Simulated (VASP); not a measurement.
The system is La.

```
La
1.0
     3.75000    0.00000    0.00000
    -1.87500    3.24760    0.00000
     0.00000    0.00000    6.07125
La
2
Direct
  0.00000 0.00000 0.00000
  0.33333 0.66667 0.50000
```

| Property | Result |
| --- | --- |
| Program | VASP 6.6.1 |
| Task | relaxation of cell and atoms |
| Functional | PBEsol |
| Potentials or basis | VASP PAW PBE potentials, release 64 (La) |
| Cutoff | 500 eV |
| k mesh | 17 × 17 × 9 |
| Occupations | methfessel-paxton, width 0.1 eV |
| Spin | no spin polarisation |

At the start: pressure -1.6 GPa; volume 36.97 Å³/atom.

How do energy, volume and symmetry change on relaxing?

Over 8 steps the energy falls by 12.8 meV/atom and the volume is 34.56 Å³/atom (-6.5 %); space group P6_3/mmc (No. 194, to 0.1 Å) before and after.

Step by step:
| step | energy change (eV) | largest force (eV/Å) | pressure (GPa) | volume (Å³) |
| --- | --- | --- | --- | --- |
| 1 | 0.0000 | 0.0000 | -1.64 | 73.94 |
| 2 | -0.0243 | 0.0000 | -0.26 | 69.96 |
| 3 | -0.0250 | 0.0000 | -0.02 | 69.30 |
| 4 | -0.0250 | 0.0000 | 0.02 | 69.21 |
| 5 | -0.0253 | 0.0000 | 0.01 | 69.18 |
| 6 | -0.0255 | 0.0000 | 0.02 | 69.14 |
| 7 | -0.0253 | 0.0000 | 0.02 | 69.05 |
| 8 | -0.0256 | 0.0000 | 0.02 | 69.12 |

Final structure:
```cif
data_structure
_symmetry_space_group_name_H-M 'P 1'
_symmetry_Int_Tables_number 1
_cell_length_a 3.6503
_cell_length_b 3.6503
_cell_length_c 5.9893
_cell_angle_alpha 90.000
_cell_angle_beta 90.000
_cell_angle_gamma 120.000
_cell_volume 69.12
loop_
_atom_site_label
_atom_site_type_symbol
_atom_site_fract_x
_atom_site_fract_y
_atom_site_fract_z
_atom_site_occupancy
La1 La 0.00000 0.00000 0.00000 1
La2 La 0.33333 0.66667 0.50000 1
```

Caveat: the PAW data sets were made with another functional, which shifts forces and pressure a little.
